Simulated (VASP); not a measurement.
SiC:

```
CELL_PARAMETERS angstrom
0.00000 2.14955 2.14955
2.14955 0.00000 2.14955
2.14955 2.14955 0.00000
ATOMIC_POSITIONS crystal
Si 0.00000 0.00000 0.00000
C 0.75000 0.75000 0.75000
```

Base run:

```yaml
Program: VASP 6.6.1
Functional: r2SCAN
Potentials_or_basis: VASP PAW PBE potentials, release 64 (Si, C)
Cutoff: 660 eV
k_mesh: 10 × 10 × 10
Occupations: fermi-dirac, width 0.05 eV
Spin: no spin polarisation
```

Its results: band gap on the k mesh 1.70 eV (least direct gap 5.11 eV); pressure 9.3 GPa.

The run is repeated on the same cell with these changes: functional from r2SCAN to b88 exchange, pbe correlation; cutoff from 660 eV to 600 eV. What comes out?

Band gap on the k mesh 1.33 eV (least direct gap 4.59 eV); pressure 13.1 GPa.

Caveats: the cell stands under pressure; the PAW data sets were made with another functional, which shifts forces and pressure a little.

A k mesh can miss the band edges.
